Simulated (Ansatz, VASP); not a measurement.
**Two plane-wave programs on WC**

File INCAR:

```
SYSTEM = WC
  PREC = Accurate
  ENCUT = 520
  EDIFF = 1E-6
  ISMEAR = 0
  SIGMA = 0.1
  LREAL = .False.
  LASPH = .True.
  NELM = 80
  ALGO = Normal
  ISIF = 2
  LWAVE = .False.
  LCHARG = .False.
  LDIPOL = .True.
  IDIPOL = 3
  DIPOL = 0.5 0.5 0.500
  GGA = PE
  NBANDS = 46
```

File KPOINTS:

```
Automatic mesh
0
Gamma
  12 12 1
  0 0 0
```

The input POSCAR:

```
WC
1.0
    2.9217712149      0.0000000000      0.0000000000
   -1.4608856074      2.5303280961      0.0000000000
    0.0000000000      0.0000000000     24.9647693801
C W
4 4
Direct
    0.6666666667      0.3333333333      0.3004233641
    0.6666666667      0.3333333333      0.4144671560
    0.6666666667      0.3333333333      0.5285109480
    0.6666666667      0.3333333333      0.6425547400
    0.0000000000      0.0000000000      0.3574452600
    0.0000000000      0.0000000000      0.4714890520
    0.0000000000      0.0000000000      0.5855328440
    0.0000000000      0.0000000000      0.6995766359
```

Input for Ansatz:

```yaml
crystal:
  lattice:
    - [2.9217712149, 0.0, 0.0]
    - [-1.4608856074, 2.5303280961, 0.0]
    - [0.0, 0.0, 24.9647693801]
  atoms:
    - { symbol: C, position: [0.6666666667, 0.3333333333, 0.3004233641] }
    - { symbol: W, position: [0.0, 0.0, 0.35744526] }
    - { symbol: C, position: [0.6666666667, 0.3333333333, 0.414467156] }
    - { symbol: W, position: [0.0, 0.0, 0.471489052] }
    - { symbol: C, position: [0.6666666667, 0.3333333333, 0.528510948] }
    - { symbol: W, position: [0.0, 0.0, 0.585532844] }
    - { symbol: C, position: [0.6666666667, 0.3333333333, 0.64255474] }
    - { symbol: W, position: [0.0, 0.0, 0.6995766359] }
basis:
  ecutwfc: 420
kpoints:
  mp_grid: { grid: [12, 12, 1] }
hamiltonian:
  xc: pbe
scf:
  occupations: { method: gaussian, width: 0.1 }
output:
  forces: true
  eigenvalues: true
efield:
  axis: 3
  dipole_correction: true
  ramp_width: 0.04
```

Alike in both runs: task single point; functional PBE; k mesh 12 × 12 × 1; occupations gaussian, width 0.1 eV; no spin polarisation.

```csv
,VASP,Ansatz
version,VASP 6.6.1,Ansatz 0.2.0
potentials or method,"VASP PAW PBE potentials, release 64 (C, W_sv), cutoff 520 eV","scalar-relativistic, plane waves, PAW"
valence electrons in the cell,72,72
```

|  | VASP | Ansatz | Ansatz less VASP |
| --- | --- | --- | --- |
| gap on the k mesh at the Fermi level (eV) | none | none | - |
| rms of the force components (eV/Å) | 1.535 | 1.541 | +0.0053 |

A gap of «none» marks a metal or a gap that the smearing closes.

Neither program's run includes spin-orbit coupling.
